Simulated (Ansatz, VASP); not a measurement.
**Two plane-wave programs on Si**

```
CELL_PARAMETERS angstrom
-3.63704 3.01385 1.92239
3.63704 -3.01385 1.92239
3.63704 3.01385 -1.92239
ATOMIC_POSITIONS crystal
Si 0.17880 0.17880 0.35760
Si 0.82120 0.82120 0.64240
Si 0.17880 0.82120 0.00000
Si 0.82120 0.17880 0.00000
```

Change from the starting cell: strain +0.0937 x Voigt [1, -1, 0, 0, 0, 0], atoms carried along.

Alike in both runs: task single point; functional r2SCAN; k mesh 10 × 10 × 10; occupations gaussian, width 0.03 eV; no spin polarisation.

|  | VASP | Ansatz |
| --- | --- | --- |
| version | VASP 6.6.1 | Ansatz 0.2.0 |
| potentials or method | VASP PAW PBE potentials, release 64 (Si), cutoff 520 eV | scalar-relativistic, plane waves, PAW |
| valence electrons in the cell | 16 | 16 |

```tsv
	VASP	Ansatz	Ansatz less VASP
gap on the k mesh at the Fermi level (eV)	none	none	-
pressure (GPa)	4.3	4.5	+0.20
traceless stress, the component that is largest in VASP (GPa)	22.18	22.19	+0.006
rms of the force components (eV/Å)	1.507	1.519	+0.0117
```

VASP's potentials were made for PBE, not for r2SCAN. Atom by atom the forces differ by 0.012 eV/Å (rms over components). A gap of «none» marks a metal or a gap that the smearing closes.
